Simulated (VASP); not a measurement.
# BaBr (Pmmm) in VASP: single point with PBE

Aim: the single point of BaBr with PBE.

All numbers are computed with VASP 6.6.1; they aren't measurements. Logs are shortened: lines on timing, memory, paths and dates and some standing lists are left out, and cuts for length are marked.

## 1. The cell of the first run

It takes space group Pmmm (No. 47, orthorhombic). Conventional cell: a = 4.434 Å, b = 4.548 Å, c = 4.833 Å, α = 90.00°, β = 90.00°, γ = 90.00°. Ba (site symmetry mmm) has 4 Br at 3.28 Å and 4 Ba at 4.43 to 4.55 Å within 4.6 Å. Within 4.6 Å of Br (site symmetry mmm) lie 4 Ba at 3.28 Å and 4 Br at 4.43 to 4.55 Å.

The cell was built from a structure type or drawn by symmetry, and may not be a known phase.

## 2. Single point, PBE

The input, INCAR:

```
SYSTEM = BaBr
PREC = Accurate
ENCUT = 520
EDIFF = 1E-6
ISMEAR = 0
SIGMA = 0.1
LREAL = .False.
LASPH = .True.
NELM = 100
ALGO = Normal
ISIF = 2
LWAVE = .False.
LCHARG = .True.
GGA = PE
LELF = .True.
LVHAR = .True.
NBANDS = 16
```

The input, KPOINTS:

```
Automatic mesh
0
Gamma
  12 12 12
  0 0 0
```

The input, POSCAR:

```
BaBr
1.0
    4.4336905254      0.0000000000      0.0000000000
    0.0000000000      4.5478636713      0.0000000000
    0.0000000000      0.0000000000      4.8326063072
Ba Br
1 1
Direct
    0.0000000000      0.0000000000      0.5000000000
    0.5000000000      0.0000000000      0.0000000000
```

Potentials or basis: VASP PAW PBE potentials, release 64 (Ba_sv, Br).

Run with:

```bash
> cat potpaw_PBE.64/Ba_sv/POTCAR potpaw_PBE.64/Br/POTCAR > POTCAR
> mpirun -np 1 vasp_std > vasp.out
```

OUTCAR:

```text
SYSTEM = BaBr
   PREC = Accurate
   ENCUT = 520
   EDIFF = 1E-6
   ISMEAR = 0
   LREAL = .False.
   LASPH = .True.
   NELM = 100
   ISIF = 2
   GGA = PE

 ion  position               nearest neighbor table
   1  0.000  0.000  0.500-   2 3.28   2 3.28   2 3.28   2 3.28
   2  0.500  0.000  0.000-   1 3.28   1 3.28   1 3.28   1 3.28

  LATTYP: Found a simple orthorhombic cell.
 ALAT       =     4.4336905254
 B/A-ratio  =     1.0257512664
 C/A-ratio  =     1.0899737543

  Lattice vectors:

 A1 = (   4.4336905254,   0.0000000000,   0.0000000000)
 A2 = (   0.0000000000,   4.5478636713,   0.0000000000)
 A3 = (   0.0000000000,   0.0000000000,   4.8326063072)

Analysis of symmetry for initial positions (statically):
=====================================================================
 Subroutine PRICEL returns:
 Original cell was already a primitive cell.

 Routine SETGRP: Setting up the symmetry group for a
 simple orthorhombic supercell.

 Subroutine GETGRP returns: Found  8 space group operations
 (whereof  8 operations were pure point group operations)
 out of a pool of  8 trial point group operations.

The static configuration has the point symmetry D_2h.

Analysis of symmetry for dynamics (positions and initial velocities):
=====================================================================
 Subroutine PRICEL returns:
 Original cell was already a primitive cell.

 Routine SETGRP: Setting up the symmetry group for a
 simple orthorhombic supercell.

 Subroutine GETGRP returns: Found  8 space group operations
 (whereof  8 operations were pure point group operations)
 out of a pool of  8 trial point group operations.

The dynamic configuration has the point symmetry D_2h.

 Subroutine INISYM returns: Found  8 space group operations
 (whereof  8 operations are pure point group operations),
 and found     1 'primitive' translations

----------------------------------------------------------------------------------------

                                     Primitive cell

  volume of cell :      97.4438

  direct lattice vectors                    reciprocal lattice vectors
     4.433690525  0.000000000  0.000000000     0.225545738  0.000000000  0.000000000
     0.000000000  4.547863671  0.000000000     0.000000000  0.219883460  0.000000000
     0.000000000  0.000000000  4.832606307     0.000000000  0.000000000  0.206927678

  length of vectors
     4.433690525  4.547863671  4.832606307     0.225545738  0.219883460  0.206927678

  position of ions in fractional coordinates (direct lattice)
     0.000000000  0.000000000  0.500000000
     0.500000000  0.000000000  0.000000000

  ion indices of the primitive-cell ions
   primitive index   ion index
                 1           1
                 2           2

----------------------------------------------------------------------------------------

 KPOINTS: Automatic mesh

Automatic generation of k-mesh.
 Grid dimensions read from file:
 generate k-points for:   12   12   12

 Generating k-lattice:

  Cartesian coordinates                     Fractional coordinates (reciprocal lattice)
     0.018795478  0.000000000  0.000000000     0.083333333  0.000000000  0.000000000
     0.000000000  0.018323622  0.000000000     0.000000000  0.083333333  0.000000000
     0.000000000  0.000000000  0.017243973     0.000000000  0.000000000  0.083333333

  Length of vectors
     0.018795478  0.018323622  0.017243973

  Shift w.r.t. Gamma in fractional coordinates (k-lattice)
     0.000000000  0.000000000  0.000000000

 Subroutine IBZKPT returns following result:
 ===========================================

 Found    343 irreducible k-points:

 Following reciprocal coordinates:
            Coordinates               Weight
  0.000000  0.000000  0.000000      1.000000
  0.083333  0.000000  0.000000      2.000000
  0.166667  0.000000  0.000000      2.000000
  0.250000  0.000000  0.000000      2.000000
  0.333333  0.000000  0.000000      2.000000
  0.416667  0.000000  0.000000      2.000000
[... 16 lines left out ...]
  0.083333  0.250000  0.000000      4.000000
  0.166667  0.250000  0.000000      4.000000
 [... further k-points ...]
   k-points           NKPTS =    343   k-points in BZ     NKDIM =    343   number of bands    NBANDS=     16
   number of dos      NEDOS =    301   number of ions     NIONS =      2
   total plane-waves  NPLWV =  46656
   dimension x,y,z NGX =    36 NGY =   36 NGZ =   36
   dimension x,y,z NGXF=    72 NGYF=   72 NGZF=   72
   ions per type =               1   1
   NGX,Y,Z   is equivalent  to a cutoff of  13.50, 13.16, 12.38 a.u.
   NGXF,Y,Z  is equivalent  to a cutoff of  27.00, 26.32, 24.77 a.u.
 SYSTEM =  BaBr
   PREC   = accura    normal or accurate (medium, high low for compatibility)
   ISTART =      0    job   : 0-new  1-cont  2-samecut
   ICHARG =      2    charge: 1-file 2-atom 10-const
   ISPIN  =      1    spin polarized calculation?
   LNONCOLLINEAR =      F non collinear calculations
   LSORBIT =      F    spin-orbit coupling
   LASPH  =      T    aspherical Exc in radial PAW
   ENCUT  =  520.0 eV  38.22 Ry    6.18 a.u.   8.24  8.46  8.99*2*pi/ulx,y,z
   NELM   =    100;   NELMIN=  2; NELMDL= -5     # of ELM steps
   EDIFF  = 0.1E-05   stopping-criterion for ELM
   LREAL  =      F    real-space projection
[... 7 lines left out ...]
   TEBEG  =    0.0;   TEEND  =   0.0 temperature during run
   PSTRESS=    0.0 pullay stress
   NELECT =      17.0000    total number of electrons
   NUPDOWN=      -1.0000    fix difference up-down
   EMIN   =  10.00;   EMAX   =-10.00  energy-range for DOS
   EFERMI =   0.00;   METHOD = LEGACY
   ISMEAR =     0;   SIGMA  =   0.10  broadening in eV -4-tet -1-fermi 0-gaus
   EFERMI_NEDOS =   21; number of points for ismear=-14 and -15
   IALGO  =     38    algorithm
   IMIX   =      4    mixing-type and parameters
     AMIX     =   0.40;   BMIX     =  1.00
     AMIX_MAG =   1.60;   BMIX_MAG =  1.00
  volume/ion in A,a.u.               =      48.72       328.79
  Fermi-wavevector in a.u.,A,eV,Ry     =   0.914758  1.728643 11.385122  0.836783
  Thomas-Fermi vector in A             =   2.039422
   LORBIT       =      0    0 simple, 1 ext, 2 COOP (PROOUT), +10 PAW based schemes
   GGA     = PE    functional components
   LHFCALC =     F    Hartree Fock is set to
   AEXX    =    0.0000 exact exchange contribution
   IVDW    =     0    specifies the selected vdW correction
   LEPSILON=     F    determine dielectric tensor
   LRPA    =     F    only Hartree local field effects (RPA)
 non-spin polarized calculation
 Gauss-broadening in eV      SIGMA  =   0.10
  energy-cutoff  :      520.00
  volume of cell :       97.44
 maximum number of plane-waves:      2660
 NGX is ok and might be reduce to    36
   NGX = 17   NGY = 17   NGZ = 17

 number of electron      16.9999997 magnetization

 Free energy of the ion-electron system (eV)
  ---------------------------------------------------
  ext. energy  EPLUGINS =         0.00000000
  ---------------------------------------------------
  free energy    TOTEN  =        -6.40215396 eV

  energy without entropy =       -6.39354989  energy(sigma->0) =       -6.39785193

 E-fermi :   2.5507     XC(G=0):  -7.3089

 val. band max:        2.5442628013   @ k =   0.5000   0.0833   0.2500
 cond. band min:       2.5523979884   @ k =   0.0833   0.1667   0.1667
 fundamental gap:      0.0081351872
 Fermi energy:         2.5507335181

 k-point     1 :       0.0000    0.0000    0.0000
  band No.  band energies     occupation
      1     -27.0000      2.00000
      2     -14.3960      2.00000
      3     -12.2442      2.00000
      4     -12.1346      2.00000
      5     -12.0494      2.00000
      6      -2.3600      2.00000
[... 8 lines left out ...]
     15       7.7939      0.00000
     16       8.6158      0.00000

 k-point     2 :       0.0833    0.0000    0.0000
  band No.  band energies     occupation
      1     -26.9987      2.00000
      2     -14.4128      2.00000
      3     -12.2391      2.00000
      4     -12.1218      2.00000
      5     -12.0475      2.00000
      6      -2.4213      2.00000
[... 8 lines left out ...]
     15       7.6553      0.00000
     16       8.6457      0.00000

 k-point     3 :       0.1667    0.0000    0.0000
  band No.  band energies     occupation
      1     -26.9953      2.00000
      2     -14.4580      2.00000
      3     -12.2250      2.00000
      4     -12.0870      2.00000
      5     -12.0424      2.00000
      6      -2.6109      2.00000
[... 8 lines left out ...]
     15       7.2804      0.00000
     16       8.7272      0.00000

 k-point     4 :       0.2500    0.0000    0.0000
  band No.  band energies     occupation
      1     -26.9906      2.00000
      2     -14.5181      2.00000
      3     -12.2054      2.00000
      4     -12.0401      2.00000
      5     -12.0353      2.00000
      6      -2.9397      2.00000
[... 8 lines left out ...]
     15       6.9100      0.00000
     16       8.8304      0.00000

 k-point     5 :       0.3333    0.0000    0.0000
  band No.  band energies     occupation
      1     -26.9859      2.00000
      2     -14.5766      2.00000
      3     -12.1857      2.00000
      4     -12.0282      2.00000
      5     -11.9936      2.00000
      6      -3.2289      2.00000
[... 8 lines left out ...]
     15       6.8807      0.00000
     16       8.6819      0.00000

 k-point     6 :       0.4167    0.0000    0.0000
  band No.  band energies     occupation
      1     -26.9824      2.00000
      2     -14.6185      2.00000
      3     -12.1710      2.00000
      4     -12.0230      2.00000
      5     -11.9597      2.00000
      6      -3.4224      2.00000
[... 8 lines left out ...]
     15       7.1871      0.00000
     16       8.3779      0.00000

 k-point     7 :       0.5000    0.0000    0.0000
  band No.  band energies     occupation
      1     -26.9811      2.00000
      2     -14.6336      2.00000
      3     -12.1657      2.00000
      4     -12.0211      2.00000
      5     -11.9473      2.00000
      6      -3.4901      2.00000
[... 8 lines left out ...]
     15       7.4112      0.00000
     16       7.9640      0.00000

 k-point     8 :       0.0000    0.0833    0.0000
  band No.  band energies     occupation
      1     -26.9993      2.00000
      2     -14.3938      2.00000
      3     -12.2430      2.00000
      4     -12.1335      2.00000
      5     -12.0635      2.00000
      6      -2.3559      2.00000
[... 8 lines left out ...]
     15       7.8860      0.00000
     16       8.8713      0.00000

 k-point     9 :       0.0833    0.0833    0.0000
  band No.  band energies     occupation
      1     -26.9980      2.00000
      2     -14.4106      2.00000
      3     -12.2379      2.00000
      4     -12.1206      2.00000
      5     -12.0616      2.00000
      6      -2.4172      2.00000
[... 8 lines left out ...]
     15       7.7756      0.00000
     16       8.8969      0.00000
[... 172 lines left out ...]
 k-point    19 :       0.3333    0.1667    0.0000
  band No.  band energies     occupation
      1     -26.9833      2.00000
      2     -14.5682      2.00000
      3     -12.1813      2.00000
      4     -12.0788      2.00000
      5     -11.9892      2.00000
      6      -3.2000      2.00000
[... 8 lines left out ...]
     15       7.3512      0.00000
     16       7.8761      0.00000

 k-point    20 :       0.4167    0.1667    0.0000
  band No.  band energies     occupation
      1     -26.9799      2.00000
      2     -14.6100      2.00000
      3     -12.1667      2.00000
      4     -12.0731      2.00000
      5     -11.9553      2.00000
      6      -3.3916      2.00000
[... 8 lines left out ...]
     15       7.2146      0.00000
     16       7.7893      0.00000

 k-point    21 :       0.5000    0.1667    0.0000
  band No.  band energies     occupation
      1     -26.9786      2.00000
      2     -14.6251      2.00000
      3     -12.1614      2.00000
      4     -12.0711      2.00000
      5     -11.9429      2.00000
      6      -3.4587      2.00000
[... 8 lines left out ...]
     15       7.3622      0.00000
     16       7.7054      0.00000

 k-point    22 :       0.0000    0.2500    0.0000
  band No.  band energies     occupation
      1     -26.9948      2.00000
      2     -14.3793      2.00000
      3     -12.2349      2.00000
      4     -12.1534      2.00000
      5     -12.1261      2.00000
      6      -2.3290      2.00000
[... 8 lines left out ...]
     15       8.1058      0.00000
     16       8.8160      0.00000

 k-point    23 :       0.0833    0.2500    0.0000
  band No.  band energies     occupation
      1     -26.9935      2.00000
      2     -14.3961      2.00000
      3     -12.2298      2.00000
      4     -12.1512      2.00000
      5     -12.1132      2.00000
      6      -2.3900      2.00000
[... 8 lines left out ...]
     15       8.0691      0.00000
     16       8.9818      0.00000

 k-point    24 :       0.1667    0.2500    0.0000
  band No.  band energies     occupation
      1     -26.9901      2.00000
      2     -14.4412      2.00000
      3     -12.2158      2.00000
      4     -12.1451      2.00000
      5     -12.0783      2.00000
      6      -2.5712      2.00000
[... 8 lines left out ...]
     15       7.9280      0.00000
     16       8.8293      0.00000

 [... further k-points ...]

------------------------ aborting loop because EDIFF is reached ----------------------------------------

  FORCE on cell =-STRESS in cart. coord.  units (eV):
  Direction    XX          YY          ZZ          XY          YZ          ZX
  --------------------------------------------------------------------------------------
  -------------------------------------------------------------------------------------
  Total        0.2213022     -0.0035668      0.2233942     -0.0000000      0.0000000      0.0000000
  in kB        3.6386652     -0.0586456      3.6730619     -0.0000000      0.0000000      0.0000000
  external PRESSURE =       2.4176938 kB  Pullay stress =       0.0000000 kB

 VOLUME and BASIS-vectors are now :
 -----------------------------------------------------------------------------
  energy-cutoff  :      520.00
  volume of cell :       97.44
      direct lattice vectors                 reciprocal lattice vectors
     4.433690525  0.000000000  0.000000000     0.225545738  0.000000000  0.000000000
     0.000000000  4.547863671  0.000000000     0.000000000  0.219883460  0.000000000
     0.000000000  0.000000000  4.832606307     0.000000000  0.000000000  0.206927678

 POSITION                                       TOTAL-FORCE (eV/Angst)
 -----------------------------------------------------------------------------------
      0.00000      0.00000      2.41630         0.000000      0.000000      0.000000
      2.21685      0.00000      0.00000         0.000000      0.000000      0.000000
 -----------------------------------------------------------------------------------
    total drift:                                0.000000      0.000000     -0.000000

  FREE ENERGIE OF THE ION-ELECTRON SYSTEM (eV)
  ---------------------------------------------------
  free  energy   TOTEN  =        -6.4021539558 eV

  energy  without entropy=       -6.3935498945  energy(sigma->0) =       -6.39785193
```

Run time: 7.5 min. Hardware: 1 thread of Intel Xeon Platinum 8259CL at 2.50GHz (Skylake/Cascade Lake), shared host; peak memory 0.65 GiB.

Results:

```yaml
Free_energy: -6.4022 eV
Pressure: 0.2 GPa
Band_gap_on_the_k_mesh: zero (an odd number of electrons rules out a gap without spin polarisation)
```

Levels at points of the mesh, in eV from the Fermi level:
| k point | band 5 | band 6 | band 7 | band 8 | band 9 | band 10 | band 11 | band 12 |
| --- | --- | --- | --- | --- | --- | --- | --- | --- |
| (0.00, 0.00, 0.00) | -14.60 | -4.91 | -4.77 | -4.48 | -1.47 | -0.56 | 1.11 | 1.82 |
| (0.50, 0.00, 0.00) | -14.50 | -6.04 | -5.70 | -4.51 | -0.28 | 1.42 | 2.49 | 2.82 |
| (0.00, 0.50, 0.00) | -14.67 | -5.16 | -4.85 | -4.72 | -0.29 | 1.20 | 1.21 | 1.69 |
| (0.50, 0.50, 0.00) | -14.48 | -5.91 | -5.63 | -5.18 | 0.72 | 1.51 | 1.84 | 3.04 |
| (0.00, 0.00, 0.50) | -14.38 | -5.98 | -5.35 | -4.57 | -0.56 | 1.44 | 1.57 | 2.88 |
| (0.50, 0.00, 0.50) | -14.56 | -5.14 | -5.01 | -4.39 | 0.08 | 1.61 | 1.90 | 2.05 |
| (0.00, 0.50, 0.50) | -14.36 | -5.85 | -5.29 | -5.26 | 1.16 | 1.22 | 1.75 | 2.15 |
| (0.50, 0.50, 0.50) | -14.75 | -5.04 | -4.95 | -4.92 | -0.40 | -0.05 | 2.40 | 2.95 |

Caveat: spin-orbit coupling is left out, which moves the levels of the heavy elements; an odd number of electrons without spin polarisation forces a metal; a magnetic or distorted state may lie lower.
